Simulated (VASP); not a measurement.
Input of a VASP 6.6.1 run:

Contents of INCAR:

```
SYSTEM = CdSe
PREC = Accurate
ENCUT = 520
EDIFF = 1E-8
ISMEAR = -1
SIGMA = 0.02
LREAL = .FALSE.
LASPH = .TRUE.
NELM = 80
ALGO = Normal
ISIF = 2
LWAVE = .FALSE.
LCHARG = .FALSE.
GGA = PE
LEFG = .TRUE.
NBANDS = 26
```

Contents of KPOINTS:

```
Automatic mesh
0
G
  7 7 4
  0 0 0
```

The input POSCAR:

```
CdSe
1.0
    4.2984999142      0.0000000000      0.0000000000
   -2.1492499571      3.7226101239      0.0000000000
    0.0000000000      0.0000000000      7.0152000000
Cd Se
2 2
Direct
    0.6666666667      0.3333333333      0.0000000000
    0.3333333333      0.6666666667      0.5000000000
    0.6666666667      0.3333333333      0.3750000000
    0.3333333333      0.6666666667      0.8750000000
```

Potentials or basis: VASP PAW PBE potentials, release 64 (Cd, Se).

Launch:

```sh
$ cat potpaw_PBE.64/Cd/POTCAR potpaw_PBE.64/Se/POTCAR > POTCAR
$ mpirun -np 1 vasp_std > vasp.out
```

(1) Predict the pressure.

(2) Estimate the largest force.

(3) What does it give for the band gap on the k mesh?

Answers

(1) 3.3 GPa.

(2) 0.021 eV/Å.

(3) 0.67 eV.

Caveat: the cell stands under pressure; without QUAD_EFG the Cq values of the log hold for a quadrupole moment of 1 mb, not for the nuclei.
